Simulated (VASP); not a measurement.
# BaTiO3 (P4mm) in VASP: single point with PBE

Aim: the single point of BaTiO3 with PBE.

Program: VASP 6.6.1. These are calculated values, not measurements. Logs are shortened: lines on timing, memory, paths and dates and some standing lists are left out, and cuts for length are marked.

## Step 1: The cell of the first run

The structure is tetragonal, space group P4mm (No. 99). The conventional cell has a = 3.938 Å, b = 3.938 Å, c = 3.991 Å, α = 90.00°, β = 90.00°, γ = 90.00°. Within 3.6 Å of Ba (site symmetry 4mm) lie 12 O at 2.76 to 2.85 Å and 8 Ti at 3.39 to 3.46 Å. Within 2.5 Å of Ti (site symmetry 4mm) lie 6 O at 1.86 to 2.14 Å. O (site symmetry 4mm) has 2 Ti at 1.86 to 2.14 Å within 2.5 Å. O (site symmetry 2mm) has 2 Ti at 1.97 Å within 2.6 Å.

## Step 2: Single point, PBE

INCAR

```
SYSTEM = BaTiO3
ALGO     = Normal         ! electronic algorithm
EDIFF    = 1E-6           ! SCF threshold, eV
ENCUT    = 1340           ! plane-wave cutoff, eV
GGA      = PE             ! functional
GGA_COMPAT= .False.      
ISIF     = 2              ! what is computed and relaxed
ISMEAR   = 0              ! smearing method
LASPH    = .True.         ! aspherical terms in the spheres
LCHARG   = .False.        ! write CHGCAR
LREAL    = .False.        ! projectors in reciprocal space
LWAVE    = .False.        ! write WAVECAR
NBANDS   = 28             ! bands
NELM     = 120            ! most SCF steps
PREC     = Accurate       ! precision mode
SIGMA    = 0.01           ! smearing width, eV
```

KPOINTS

```
k-points
0
Gamma
  4 4 4
  0 0 0
```

POSCAR

```
BaTiO3
1.0
    3.9378244285      0.0000000000      0.0000000000
    0.0000000000      3.9378244285      0.0000000000
    0.0000000000      0.0000000000      3.9909709237
Ba Ti O
1 1 3
Direct
    0.0000000000      0.0000000000      0.0010104509
    0.5000000000      0.5000000000      0.4869027559
    0.5000000000      0.5000000000      0.0220418295
    0.5000000000      0.0000000000      0.5165224818
    0.0000000000      0.5000000000      0.5165224818
```

Potentials or basis: VASP PAW PBE potentials, release 64 (Ba_sv, Ti_sv, O_h).

Run with:

```console
cat potpaw_PBE.64/Ba_sv/POTCAR potpaw_PBE.64/Ti_sv/POTCAR potpaw_PBE.64/O_h/POTCAR > POTCAR
mpirun -np 1 vasp_std > vasp.out
```

OUTCAR:

```text
SYSTEM = BaTiO3
   EDIFF = 1E-6
   ENCUT = 1340
   GGA = PE
   ISIF = 2
   ISMEAR = 0
   LASPH = .True.
   LREAL = .False.
   NELM = 120
   PREC = Accurate

 ion  position               nearest neighbor table
   1  0.000  0.000  0.001-   4 2.76   5 2.76   5 2.76   4 2.76   3 2.79   3 2.79   3 2.79   3 2.79
                             4 2.85   5 2.85   5 2.85   4 2.85   2 3.39   2 3.39   2 3.39   2 3.39
   2  0.500  0.500  0.487-   3 1.86   4 1.97   5 1.97   4 1.97   5 1.97   3 2.14   1 3.39   1 3.39
                             1 3.39   1 3.39   1 3.46   1 3.46   1 3.46   1 3.46
   3  0.500  0.500  0.022-   2 1.86   2 2.14   1 2.79   1 2.79   1 2.79   1 2.79
   4  0.500  0.000  0.517-   2 1.97   2 1.97   1 2.76   1 2.76   1 2.85   1 2.85
   5  0.000  0.500  0.517-   2 1.97   2 1.97   1 2.76   1 2.76   1 2.85   1 2.85

  LATTYP: Found a simple tetragonal cell.
 ALAT       =     3.9378244285
 C/A-ratio  =     1.0134964106

  Lattice vectors:

 A1 = (   3.9378244285,   0.0000000000,   0.0000000000)
 A2 = (   0.0000000000,   3.9378244285,   0.0000000000)
 A3 = (   0.0000000000,   0.0000000000,   3.9909709237)

Analysis of symmetry for initial positions (statically):
=====================================================================
 Subroutine PRICEL returns:
 Original cell was already a primitive cell.

 Routine SETGRP: Setting up the symmetry group for a
 simple tetragonal supercell.

 Subroutine GETGRP returns: Found  8 space group operations
 (whereof  8 operations were pure point group operations)
 out of a pool of 16 trial point group operations.

The static configuration has the point symmetry C_4v.

Analysis of symmetry for dynamics (positions and initial velocities):
=====================================================================
 Subroutine PRICEL returns:
 Original cell was already a primitive cell.

 Routine SETGRP: Setting up the symmetry group for a
 simple tetragonal supercell.

 Subroutine GETGRP returns: Found  8 space group operations
 (whereof  8 operations were pure point group operations)
 out of a pool of 16 trial point group operations.

The dynamic configuration has the point symmetry C_4v.

 Subroutine INISYM returns: Found  8 space group operations
 (whereof  8 operations are pure point group operations),
 and found     1 'primitive' translations

----------------------------------------------------------------------------------------

                                     Primitive cell

  volume of cell :      61.8858

[... 82 lines left out ...]
   LNONCOLLINEAR =      F non collinear calculations
   LSORBIT =      F    spin-orbit coupling
   LASPH  =      T    aspherical Exc in radial PAW
   ENCUT  = 1340.0 eV  98.49 Ry    9.92 a.u.  11.75 11.75 11.91*2*pi/ulx,y,z
   NELM   =    120;   NELMIN=  2; NELMDL= -5     # of ELM steps
   EDIFF  = 0.1E-05   stopping-criterion for ELM
   LREAL  =      F    real-space projection
[... 7 lines left out ...]
   TEBEG  =    0.0;   TEEND  =   0.0 temperature during run
   PSTRESS=    0.0 pullay stress
   NELECT =      40.0000    total number of electrons
   NUPDOWN=      -1.0000    fix difference up-down
   EMIN   =  10.00;   EMAX   =-10.00  energy-range for DOS
   EFERMI =   0.00;   METHOD = LEGACY
   ISMEAR =     0;   SIGMA  =   0.01  broadening in eV -4-tet -1-fermi 0-gaus
   EFERMI_NEDOS =   21; number of points for ismear=-14 and -15
   IALGO  =     38    algorithm
   IMIX   =      4    mixing-type and parameters
     AMIX     =   0.40;   BMIX     =  1.00
     AMIX_MAG =   1.60;   BMIX_MAG =  1.00
  volume/ion in A,a.u.               =      12.38        83.53
  Fermi-wavevector in a.u.,A,eV,Ry     =   1.415460  2.674832 27.259657  2.003528
  Thomas-Fermi vector in A             =   2.536897
   LORBIT       =      0    0 simple, 1 ext, 2 COOP (PROOUT), +10 PAW based schemes
   GGA     = PE    functional components
   LHFCALC =     F    Hartree Fock is set to
   AEXX    =    0.0000 exact exchange contribution
   IVDW    =     0    specifies the selected vdW correction
   LEPSILON=     F    determine dielectric tensor
   LRPA    =     F    only Hartree local field effects (RPA)
 non-spin polarized calculation
 Gauss-broadening in eV      SIGMA  =   0.01
  energy-cutoff  :     1340.00
  volume of cell :       61.89
 maximum number of plane-waves:      6931
 NGX is ok and might be reduce to    48
   NGX = 23   NGY = 23   NGZ = 23

 number of electron      40.0000003 magnetization

 Free energy of the ion-electron system (eV)
  ---------------------------------------------------
  ext. energy  EPLUGINS =         0.00000000
  ---------------------------------------------------
  free energy    TOTEN  =       -39.88471448 eV

  energy without entropy =      -39.88471448  energy(sigma->0) =      -39.88471448

 E-fermi :   4.6590     XC(G=0): -11.4452

 val. band max:        4.5459534740   @ k =   0.5000   0.5000   0.5000
 cond. band min:       6.3964311023   @ k =   0.0000   0.0000   0.0000
 fundamental gap:      1.8504776282
 Fermi energy:         4.6590080577

 k-point     1 :       0.0000    0.0000    0.0000
  band No.  band energies     occupation
      1     -51.8968      2.00000
      2     -28.1743      2.00000
      3     -28.1306      2.00000
      4     -28.1306      2.00000
      5     -20.2667      2.00000
      6     -12.4836      2.00000
[... 547 lines left out ...]
     27      12.6276      0.00000
     28      12.7366      0.00000

------------------------ aborting loop because EDIFF is reached ----------------------------------------

  FORCE on cell =-STRESS in cart. coord.  units (eV):
  Direction    XX          YY          ZZ          XY          YZ          ZX
  --------------------------------------------------------------------------------------
  -------------------------------------------------------------------------------------
  Total        4.5743884      4.5743884      4.5630449      0.0000000      0.0000000      0.0000000
  in kB      118.4274452    118.4274452    118.1337691      0.0000000      0.0000000      0.0000000
  external PRESSURE =     118.3295532 kB  Pullay stress =       0.0000000 kB

 VOLUME and BASIS-vectors are now :
 -----------------------------------------------------------------------------
  energy-cutoff  :     1340.00
  volume of cell :       61.89
      direct lattice vectors                 reciprocal lattice vectors
     3.937824428  0.000000000  0.000000000     0.253947330  0.000000000  0.000000000
     0.000000000  3.937824428  0.000000000     0.000000000  0.253947330  0.000000000
     0.000000000  0.000000000  3.990970924     0.000000000  0.000000000  0.250565594

 POSITION                                       TOTAL-FORCE (eV/Angst)
 -----------------------------------------------------------------------------------
      0.00000      0.00000      0.00403        -0.000000     -0.000000      0.033437
      1.96891      1.96891      1.94321        -0.000000     -0.000000      0.019636
      1.96891      1.96891      0.08797         0.000000      0.000000     -0.023959
      1.96891      0.00000      2.06143        -0.000000     -0.000000     -0.014557
      0.00000      1.96891      2.06143        -0.000000     -0.000000     -0.014557
 -----------------------------------------------------------------------------------
    total drift:                                0.000000      0.000000      0.000007

  FREE ENERGIE OF THE ION-ELECTRON SYSTEM (eV)
  ---------------------------------------------------
  free  energy   TOTEN  =       -39.8847144768 eV

  energy  without entropy=      -39.8847144768  energy(sigma->0) =      -39.88471448
```

OSZICAR:

```text
N       E                     dE             d eps       ncg     rms          rms(c)
DAV:   1     0.684666816197E+03    0.68467E+03   -0.36038E+04  1008   0.314E+03
DAV:   2     0.801044258005E+02   -0.60456E+03   -0.57829E+03  1036   0.664E+02
DAV:   3    -0.419575037489E+02   -0.12206E+03   -0.11533E+03  1528   0.220E+02
DAV:   4    -0.502123334584E+02   -0.82548E+01   -0.82178E+01  1364   0.556E+01
DAV:   5    -0.505320477043E+02   -0.31971E+00   -0.31938E+00  1568   0.106E+01    0.244E+01
DAV:   6    -0.398852891920E+02    0.10647E+02   -0.54708E+01  1496   0.681E+01    0.994E+00
DAV:   7    -0.399973660662E+02   -0.11208E+00   -0.97420E+00  1412   0.221E+01    0.720E+00
DAV:   8    -0.398647284371E+02    0.13264E+00   -0.75184E-01  1212   0.791E+00    0.338E+00
DAV:   9    -0.399006338063E+02   -0.35905E-01   -0.26703E-01  1464   0.424E+00    0.126E+00
DAV:  10    -0.398867266927E+02    0.13907E-01   -0.74787E-02  1192   0.285E+00    0.511E-01
DAV:  11    -0.398848711750E+02    0.18555E-02   -0.91595E-03  1464   0.802E-01    0.155E-01
DAV:  12    -0.398847146379E+02    0.15654E-03   -0.12107E-03  1224   0.261E-01    0.580E-02
DAV:  13    -0.398847058204E+02    0.88176E-05   -0.24637E-04  1192   0.169E-01    0.208E-02
DAV:  14    -0.398847138668E+02   -0.80465E-05   -0.71078E-05  1456   0.629E-02    0.126E-02
DAV:  15    -0.398847164849E+02   -0.26180E-05   -0.33135E-05  1436   0.568E-02    0.157E-02
DAV:  16    -0.398847144489E+02    0.20360E-05   -0.89654E-06  1192   0.325E-02    0.181E-03
DAV:  17    -0.398847144768E+02   -0.27960E-07   -0.53391E-07   720   0.794E-03
   1 F= -.39884714E+02 E0= -.39884714E+02  d E =-.273272E-59
```

Wall time 77 s (1 thread of Intel Xeon 6975P-C (Granite Rapids), shared host); peak memory 0.39 GiB.

Results:

```yaml
Free_energy: -39.8847 eV
Pressure: 11.8 GPa
Largest_force: 0.033 eV/Å
Band_gap_on_the_k_mesh: 1.85 eV (least direct gap 2.16 eV)
```

Forces in eV/Å, atoms in the order of the input:
```
Ba   0.000  0.000  0.033
Ti   0.000  0.000  0.020
O    0.000  0.000 -0.024
O    0.000  0.000 -0.015
O    0.000  0.000 -0.015
```

Levels at points of the mesh, in eV from the valence-band top:
| k point | band 17 | band 18 | band 19 | band 20 | band 21 | band 22 | band 23 | band 24 |
| --- | --- | --- | --- | --- | --- | --- | --- | --- |
| (0.00, 0.00, 0.00) | -1.24 | -0.35 | -0.31 | -0.31 | 1.85 | 2.13 | 2.13 | 4.27 |
| (0.50, 0.00, 0.00) | -1.92 | -1.78 | -1.04 | -0.90 | 2.28 | 3.69 | 3.74 | 4.31 |
| (0.50, 0.50, 0.00) | -1.78 | -0.97 | -0.97 | -0.09 | 3.76 | 3.76 | 4.16 | 4.92 |
| (0.00, 0.00, 0.50) | -2.00 | -2.00 | -0.71 | -0.71 | 2.02 | 3.71 | 3.71 | 4.27 |
| (0.50, 0.00, 0.50) | -1.72 | -0.93 | -0.91 | -0.23 | 3.72 | 3.73 | 4.10 | 5.16 |
| (0.50, 0.50, 0.50) | -2.44 | -0.14 | -0.14 | 0.00 | 4.38 | 4.38 | 4.41 | 6.68 |

Caveat: the cell stands under pressure; spin-orbit coupling is left out, which moves the levels of the heavy elements. Expect the measured gap to be larger: semilocal functionals such as PBE lack the derivative discontinuity.
